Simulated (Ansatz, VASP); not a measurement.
# Two plane-wave programs on AlAu2

File INCAR:

```
SYSTEM = AlAu2
PREC = Accurate
ENCUT = 520
EDIFF = 1E-6
ISMEAR = 0
SIGMA = 0.15
LREAL = .False.
LASPH = .True.
NELM = 100
ALGO = Fast
ISIF = 2
LWAVE = .False.
LCHARG = .True.
LELF = .True.
LVHAR = .True.
NBANDS = 20
```

KPOINTS

```
regular mesh
0
Gamma
  16 16 16
  0 0 0
```

File POSCAR:

```
AlAu2
1.0
   -1.6688500000      1.6688500000      4.5596000000
    1.6688500000     -1.6688500000      4.5596000000
    1.6688500000      1.6688500000     -4.5596000000
Al Au
1 2
Direct
    0.0000000000      0.0000000000      0.0000000000
    0.6570428093      0.6570428093      0.0000000000
    0.3429571907      0.3429571907      0.0000000000
```

Input for Ansatz:

```yaml
crystal:
  lattice:
    - [-1.66885, 1.66885, 4.5596]
    - [1.66885, -1.66885, 4.5596]
    - [1.66885, 1.66885, -4.5596]
  atoms:
    - { symbol: Al, position: [0.0, 0.0, 0.0] }
    - { symbol: Au, position: [0.6570428093, 0.6570428093, 0.0] }
    - { symbol: Au, position: [0.3429571907, 0.3429571907, 0.0] }
basis:
  ecutwfc: 420
kpoints:
  mp_grid: { grid: [16, 16, 16] }
hamiltonian:
  xc: lda
scf:
  occupations: { method: gaussian, width: 0.15 }
output:
  forces: true
  stress: true
  eigenvalues: true
```

Alike in both runs: task single point; functional LDA; k mesh 16 × 16 × 16; occupations gaussian, width 0.15 eV; no spin polarisation.

|  | VASP | Ansatz |
| --- | --- | --- |
| version | VASP 6.6.1 | Ansatz 0.2.0 |
| potentials or method | VASP PAW LDA potentials, release 64 (Al, Au), cutoff 520 eV | scalar-relativistic, plane waves, PAW |
| valence electrons in the cell | 25 | 41 |

|  | VASP | Ansatz | Ansatz less VASP |
| --- | --- | --- | --- |
| gap on the k mesh at the Fermi level (eV) | none | none | - |
| pressure (GPa) | -10.1 | -10.4 | -0.29 |
| traceless stress, the component that is largest in VASP (GPa) | -2.92 | -3.01 | -0.086 |
| rms of the force components (eV/Å) | 0.151 | 0.156 | +0.0057 |

LDA's correlation is that of Perdew and Zunger in VASP and of Perdew and Wang (1992) in Ansatz. Atom by atom the forces differ by 0.006 eV/Å (rms over components). A gap of «none» marks a metal or a gap that the smearing closes. VASP's potentials hold 25 valence electrons a cell and Ansatz's 41, so a difference there can come from the potentials and not from the codes.

Spin-orbit coupling is off throughout.
